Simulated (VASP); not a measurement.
# RbScSe2 in VASP: notebook, part 2 of 2

VASP 6.6.1. Earlier steps stand in the parts before.

**4. Single point, PBE**

File INCAR:

```
SYSTEM = RbScSe2
ALGO = Normal
EDIFF = 1E-6
ENCUT = 520
GGA = PE
ISIF = 2
ISMEAR = 0
LASPH = .True.
LCHARG = .False.
LREAL = .False.
LWAVE = .False.
NBANDS = 24
NELM = 100
PREC = Accurate
SIGMA = 0.1
```

File KPOINTS:

```
k-points
0
Gamma
  3 3 3
  0 0 0
```

File POSCAR:

```
RbScSe2
1.0
    4.7348090000     -0.1340920000      0.7033790000
   -0.7839420000      4.7936530000     -0.1160080000
   -0.3249790000      0.3267550000      4.6882140000
Rb Sc Se
1 1 2
Direct
    0.2409124899      0.8096925763      0.8950350880
   -0.0146603157      0.2496252777      0.3551474586
    0.6283416139      0.3593935068      0.9780166234
    0.7418398027      0.7073952806      0.4776859531
```

Potentials or basis: VASP PAW PBE potentials, release 64 (Rb_sv, Sc_sv, Se).

Command:

```bash
cat potpaw_PBE.64/Rb_sv/POTCAR potpaw_PBE.64/Sc_sv/POTCAR potpaw_PBE.64/Se/POTCAR > POTCAR
mpirun -np 1 vasp_std > vasp.out
```

OUTCAR:

```text
SYSTEM = RbScSe2
   EDIFF = 1E-6
   ENCUT = 520
   GGA = PE
   ISIF = 2
   ISMEAR = 0
   LASPH = .True.
   LREAL = .False.
   NELM = 100
   PREC = Accurate

 ion  position               nearest neighbor table
   1  0.241  0.810  0.895-   3 3.01   4 3.12   3 3.15   4 3.19   3 3.29   2 3.36   2 3.45   4 3.45
                             2 3.66   4 3.85   2 3.92   2 4.34   2 4.56
   2  0.985  0.250  0.355-   3 2.66   4 2.68   4 2.77   1 3.36   1 3.45   1 3.66   1 3.92   1 4.34
                             1 4.56
   3  0.628  0.359  0.978-   2 2.66   4 2.78   1 3.01   1 3.15   1 3.29
   4  0.742  0.707  0.478-   2 2.68   2 2.77   3 2.78   1 3.12   1 3.19   1 3.45   1 3.85

  LATTYP: Found a triclinic cell.
 ALAT       =     4.8587171146
 B/A-ratio  =     1.4311714925
 C/A-ratio  =     2.6937766956
 COS(alpha) =     0.0012049177
 COS(beta)  =     0.6325222516
 COS(gamma) =     0.7365324018

  Lattice vectors:

 A1 = (  -0.7839420000,   4.7936530000,  -0.1160080000)
 A2 = (  -1.1089210000,   5.1204080000,   4.5722060000)
 A3 = (   3.8168830000,   8.7997040000,  -8.9050650000)

Analysis of symmetry for initial positions (statically):
=====================================================================
 Subroutine PRICEL returns:
 Original cell was already a primitive cell.

 Routine SETGRP: Setting up the symmetry group for a
 triclinic supercell.

 Subroutine GETGRP returns: Found  1 space group operations
 (whereof  1 operations were pure point group operations)
 out of a pool of  2 trial point group operations.

The static configuration has the point symmetry C_1 .

Analysis of symmetry for dynamics (positions and initial velocities):
=====================================================================
 Subroutine PRICEL returns:
 Original cell was already a primitive cell.

 Routine SETGRP: Setting up the symmetry group for a
 triclinic supercell.

 Subroutine GETGRP returns: Found  1 space group operations
 (whereof  1 operations were pure point group operations)
 out of a pool of  2 trial point group operations.

The dynamic configuration has the point symmetry C_1 .

 Subroutine INISYM returns: Found  1 space group operations
 (whereof  1 operations are pure point group operations),
 and found     1 'primitive' translations

----------------------------------------------------------------------------------------

                                     Primitive cell

  volume of cell :     107.0057

  direct lattice vectors                    reciprocal lattice vectors
     4.734809000 -0.134092000  0.703379000     0.210377344  0.034698971  0.012164581
    -0.783942000  4.793653000 -0.116008000     0.008022792  0.209581162 -0.014051077
    -0.324979000  0.326755000  4.688214000    -0.031364673 -0.000019930  0.211128087

  length of vectors
     4.788646881  4.858717115  4.710809982     0.213566436  0.210204808  0.213445103

  position of ions in fractional coordinates (direct lattice)
     0.240912490  0.809692576  0.895035088
     0.985339684  0.249625278  0.355147459
     0.628341614  0.359393507  0.978016623
     0.741839803  0.707395281  0.477685953

  ion indices of the primitive-cell ions
   primitive index   ion index
                 1           1
                 2           2
                 3           3
                 4           4

[... 30 lines left out ...]
  0.000000  0.333333  0.000000      2.000000
  0.333333  0.333333  0.000000      2.000000
 -0.333333  0.333333  0.000000      2.000000
  0.000000  0.000000  0.333333      2.000000
  0.333333 -0.000000  0.333333      2.000000
 -0.333333  0.000000  0.333333      2.000000
  0.000000  0.333333  0.333333      2.000000
  0.333333  0.333333  0.333333      2.000000
 -0.333333  0.333333  0.333333      2.000000
 -0.000000 -0.333333  0.333333      2.000000
  0.333333 -0.333333  0.333333      2.000000
 -0.333333 -0.333333  0.333333      2.000000
   k-points           NKPTS =     14   k-points in BZ     NKDIM =     14   number of bands    NBANDS=     24
   number of dos      NEDOS =    301   number of ions     NIONS =      4
   total plane-waves  NPLWV =  46656
   dimension x,y,z NGX =    36 NGY =   36 NGZ =   36
   dimension x,y,z NGXF=    72 NGYF=   72 NGZF=   72
   ions per type =               1   1   2
   NGX,Y,Z   is equivalent  to a cutoff of  12.50, 12.32, 12.70 a.u.
   NGXF,Y,Z  is equivalent  to a cutoff of  25.00, 24.64, 25.41 a.u.
 SYSTEM =  RbScSe2
   PREC   = accura    normal or accurate (medium, high low for compatibility)
   ISTART =      0    job   : 0-new  1-cont  2-samecut
   ICHARG =      2    charge: 1-file 2-atom 10-const
   ISPIN  =      1    spin polarized calculation?
   LNONCOLLINEAR =      F non collinear calculations
   LSORBIT =      F    spin-orbit coupling
   LASPH  =      T    aspherical Exc in radial PAW
   ENCUT  =  520.0 eV  38.22 Ry    6.18 a.u.   8.90  9.03  8.76*2*pi/ulx,y,z
   NELM   =    100;   NELMIN=  2; NELMDL= -5     # of ELM steps
   EDIFF  = 0.1E-05   stopping-criterion for ELM
   LREAL  =      F    real-space projection
   EDIFFG = 0.1E-04   stopping-criterion for IOM
   NSW    =      0    number of steps for IOM
   IBRION =     -1    ionic relax: 0-MD 1-quasi-New 2-CG
   NFREE  =      0    steps in history (QN), initial steepest desc. (CG)
   ISIF   =      2    stress and relaxation
   ISYM   =      2    0-nonsym 1-usesym 2-fastsym
   POTIM  = 0.5000    time-step for ionic-motion
   TEBEG  =    0.0;   TEEND  =   0.0 temperature during run
   PSTRESS=    0.0 pullay stress
   NELECT =      32.0000    total number of electrons
   NUPDOWN=      -1.0000    fix difference up-down
   EMIN   =  10.00;   EMAX   =-10.00  energy-range for DOS
   EFERMI =   0.00;   METHOD = LEGACY
   ISMEAR =     0;   SIGMA  =   0.10  broadening in eV -4-tet -1-fermi 0-gaus
   EFERMI_NEDOS =   21; number of points for ismear=-14 and -15
   IALGO  =     38    algorithm
   IMIX   =      4    mixing-type and parameters
     AMIX     =   0.40;   BMIX     =  1.00
     AMIX_MAG =   1.60;   BMIX_MAG =  1.00
  volume/ion in A,a.u.               =      26.75       180.53
  Fermi-wavevector in a.u.,A,eV,Ry     =   1.094769  2.068813 16.306844  1.198519
  Thomas-Fermi vector in A             =   2.231080
   LORBIT       =      0    0 simple, 1 ext, 2 COOP (PROOUT), +10 PAW based schemes
   GGA     = PE    functional components
   LHFCALC =     F    Hartree Fock is set to
   AEXX    =    0.0000 exact exchange contribution
   IVDW    =     0    specifies the selected vdW correction
   LEPSILON=     F    determine dielectric tensor
   LRPA    =     F    only Hartree local field effects (RPA)
 non-spin polarized calculation
 Gauss-broadening in eV      SIGMA  =   0.10
  energy-cutoff  :      520.00
  volume of cell :      107.01
 maximum number of plane-waves:      2900
   NGX = 17   NGY = 19   NGZ = 17

 number of electron      31.9999999 magnetization

 Free energy of the ion-electron system (eV)
  ---------------------------------------------------
  ext. energy  EPLUGINS =         0.00000000
  ---------------------------------------------------
  free energy    TOTEN  =       -16.42333296 eV

  energy without entropy =      -16.41813868  energy(sigma->0) =      -16.42073582

 E-fermi :   3.5008     XC(G=0):  -9.1134

 val. band max:        3.3849197823   @ k =   0.0000   0.3333   0.3333
 cond. band min:       3.5374900399   @ k =   0.0000   0.0000   0.0000
 fundamental gap:      0.1525702576
 Fermi energy:         3.5008268551

 k-point     1 :       0.0000    0.0000    0.0000
  band No.  band energies     occupation
      1     -47.1910      2.00000
      2     -25.9222      2.00000
      3     -25.8196      2.00000
      4     -25.7222      2.00000
      5     -23.5575      2.00000
      6     -10.2325      2.00000
[... 367 lines left out ...]
     23       7.8791      0.00000
     24       8.8061      0.00000

------------------------ aborting loop because EDIFF is reached ----------------------------------------

  FORCE on cell =-STRESS in cart. coord.  units (eV):
  Direction    XX          YY          ZZ          XY          YZ          ZX
  --------------------------------------------------------------------------------------
  -------------------------------------------------------------------------------------
  Total       -2.9753240      5.6442007      7.1904864      0.2588053      0.3008249     -0.2046366
  in kB      -44.5489935     84.5096055    107.6618638      3.8750458      4.5041971     -3.0639866
  external PRESSURE =      49.2074919 kB  Pullay stress =       0.0000000 kB

 VOLUME and BASIS-vectors are now :
 -----------------------------------------------------------------------------
  energy-cutoff  :      520.00
  volume of cell :      107.01
      direct lattice vectors                 reciprocal lattice vectors
     4.734809000 -0.134092000  0.703379000     0.210377344  0.034698971  0.012164581
    -0.783942000  4.793653000 -0.116008000     0.008022792  0.209581162 -0.014051077
    -0.324979000  0.326755000  4.688214000    -0.031364673 -0.000019930  0.211128087

 POSITION                                       TOTAL-FORCE (eV/Angst)
 -----------------------------------------------------------------------------------
      0.21505      4.14154      4.27164        -0.014686     -0.129440      0.085987
      4.35429      1.18054      2.32912        -1.395247     -0.217715      0.020312
      2.37550      1.95812      4.98542         0.290334     -1.411988      0.929017
      2.80267      3.44762      2.67922         1.119599      1.759144     -1.035316
 -----------------------------------------------------------------------------------
    total drift:                               -0.000421     -0.000337      0.000276

  FREE ENERGIE OF THE ION-ELECTRON SYSTEM (eV)
  ---------------------------------------------------
  free  energy   TOTEN  =       -16.4233329604 eV

  energy  without entropy=      -16.4181386788  energy(sigma->0) =      -16.42073582
```

OSZICAR:

```text
N       E                     dE             d eps       ncg     rms          rms(c)
DAV:   1     0.319033349456E+03    0.31903E+03   -0.14198E+04   672   0.122E+03
DAV:   2     0.160967912068E+02   -0.30294E+03   -0.28908E+03   680   0.355E+02
DAV:   3    -0.185535702715E+02   -0.34650E+02   -0.32558E+02  1200   0.109E+02
DAV:   4    -0.197746861812E+02   -0.12211E+01   -0.12168E+01   928   0.181E+01
DAV:   5    -0.198450277131E+02   -0.70342E-01   -0.70330E-01  1128   0.373E+00    0.103E+01
DAV:   6    -0.165388698614E+02    0.33062E+01   -0.63478E+00   992   0.238E+01    0.583E+00
DAV:   7    -0.165217381976E+02    0.17132E-01   -0.12782E+00   976   0.121E+01    0.407E+00
DAV:   8    -0.165602783156E+02   -0.38540E-01   -0.43092E-01  1056   0.845E+00    0.258E+00
DAV:   9    -0.164375677215E+02    0.12271E+00   -0.31777E-01  1008   0.789E+00    0.768E-01
DAV:  10    -0.164230782109E+02    0.14490E-01   -0.25209E-02   928   0.171E+00    0.210E-01
DAV:  11    -0.164232948757E+02   -0.21666E-03   -0.23758E-03  1088   0.371E-01    0.120E-01
DAV:  12    -0.164234609302E+02   -0.16605E-03   -0.71642E-04   976   0.331E-01    0.724E-02
DAV:  13    -0.164233401420E+02    0.12079E-03   -0.25202E-04  1008   0.220E-01    0.237E-02
DAV:  14    -0.164233338812E+02    0.62608E-05   -0.21560E-05  1000   0.430E-02    0.814E-03
DAV:  15    -0.164233329604E+02    0.92078E-06   -0.19023E-06   736   0.153E-02
   1 F= -.16423333E+02 E0= -.16420736E+02  d E =-.519428E-02
```

stdout:

```text
POSCAR found type information on POSCAR RbScSe
 POSCAR found :  3 types and       4 ions
 scaLAPACK will be used
 LDA part: xc-table for (Slater+PW92), standard interpolation
 POSCAR, INCAR and KPOINTS ok, starting setup
 FFT: planning ... GRIDC
 FFT: planning ... GRID_SOFT
 FFT: planning ... GRID
 WAVECAR not read
 entering main loop
```

Run time: 39 s. Hardware: 1 thread of Intel Xeon Platinum 8259CL at 2.50GHz (Skylake/Cascade Lake), shared host; peak memory 0.22 GiB.

Results:

- Free energy: -16.4233 eV
- Pressure: 4.9 GPa
- Largest force: 2.328 eV/Å
- Band gap on the k mesh: 0.15 eV (least direct gap 0.22 eV)

Forces in eV/Å, atoms in the order of the input:
```
Rb  -0.015 -0.129  0.086
Sc  -1.395 -0.218  0.020
Se   0.290 -1.412  0.929
Se   1.120  1.759 -1.035
```

Caveat: the k points lie up to 0.45 Å⁻¹ apart; semilocal functionals underestimate gaps, and a narrow one can read as zero.

**5. Molecular dynamics, PBE**

File INCAR:

```
SYSTEM = RbScSe2
PREC = Accurate
ENCUT = 520
EDIFF = 1E-5
ISMEAR = 0
SIGMA = 0.1
LREAL = .FALSE.
LASPH = .TRUE.
NELM = 100
ALGO = Normal
ISIF = 2
LWAVE = .FALSE.
LCHARG = .FALSE.
GGA = PE
IBRION = 0
NSW = 30
POTIM = 1.0
TEBEG = 100.0
TEEND = 100.0
ISYM = 0
NELMIN = 4
RANDOM_SEED = 581472 0 0
MDALGO = 1
ANDERSEN_PROB = 0.0
```

File KPOINTS:

```
Automatic mesh
0
G
  3 3 3
  0 0 0
```

File POSCAR:

```
RbScSe2
1.0
    4.7348090000     -0.1340920000      0.7033790000
   -0.7839420000      4.7936530000     -0.1160080000
   -0.3249790000      0.3267550000      4.6882140000
Rb Sc Se
1 1 2
Direct
    0.2333970000      0.8126810000      0.8906640000
    0.0022020000      0.2428530000      0.3600700000
    0.6355460000      0.3832790000      0.9587660000
    0.7331700000      0.6841310000      0.4988650000
```

Command:

```bash
cat potpaw_PBE.64/Rb_sv/POTCAR potpaw_PBE.64/Sc_sv/POTCAR potpaw_PBE.64/Se/POTCAR > POTCAR
mpirun -np 1 vasp_std > vasp.out
```

Run time: 5.3 min. Hardware: 1 thread of Intel Xeon Platinum 8259CL at 2.50GHz (Skylake/Cascade Lake), shared host; peak memory 0.26 GiB.

Step by step:
```tsv
step	potential energy change (eV)	largest force (eV/Å)	pressure (GPa)	volume (Å³)	temperature (K)
1	0.0000	3.1715	5.33	107.01	109
2	-0.0089	3.1687	5.34	107.01	132
3	-0.0206	3.1601	5.33	107.01	162
4	-0.0350	3.1505	5.33	107.01	199
5	-0.0522	3.1368	5.32	107.01	243
6	-0.0721	3.1215	5.29	107.01	295
7	-0.0946	3.1022	5.28	107.01	353
8	-0.1197	3.0808	5.28	107.01	417
9	-0.1473	3.0550	5.25	107.01	489
10	-0.1774	3.0260	5.25	107.01	566
11	-0.2098	2.9929	5.22	107.01	650
12	-0.2444	2.9564	5.22	107.01	739
13	-0.2811	2.9161	5.20	107.01	834
14	-0.3198	2.8754	5.19	107.01	933
15	-0.3604	2.8309	5.17	107.01	1038
16	-0.4028	2.7892	5.17	107.01	1147
17	-0.4468	2.7443	5.15	107.01	1261
18	-0.4924	2.7013	5.15	107.01	1378
19	-0.5394	2.6519	5.15	107.01	1499
20	-0.5876	2.6015	5.16	107.01	1624
21	-0.6369	2.5434	5.16	107.01	1751
22	-0.6871	2.4804	5.18	107.01	1880
23	-0.7379	2.4106	5.21	107.01	2011
24	-0.7890	2.3344	5.25	107.01	2143
25	-0.8403	2.2523	5.29	107.01	2275
26	-0.8913	2.1651	5.35	107.01	2407
27	-0.9419	2.0726	5.41	107.01	2537
28	-0.9919	1.9759	5.50	107.01	2666
29	-1.0409	1.8738	5.58	107.01	2792
30	-1.0887	1.7678	5.69	107.01	2915
```

Caveat: the k points lie up to 0.45 Å⁻¹ apart.

**6. Summary**

```tsv
task	cell	gap on the mesh (eV)	pressure (GPa)	largest force (eV/Å)
single point	as given, atomic positions A	none	5.1	3.09
single point	as given, atomic positions B	none	4.9	2.79
single point	as given, atomic positions C	0.15	4.9	2.33
molecular dynamics	as given, atomic positions D	-	-	-
```

Alike in all rows: level PBE; potentials or basis VASP PAW PBE potentials, release 64 (Rb_sv, Sc_sv, Se); no spin polarisation; k mesh 3 × 3 × 3; cutoff (eV) 520; smearing gaussian 0.1 eV.

Caveats: all runs use coarse meshes; semilocal functionals underestimate gaps, and a narrow one can read as zero (at least some runs).

Absolute energies hang on the potentials; compare differences alone.

The gap in the log of VASP goes by the Fermi energy; the results here count the filled bands.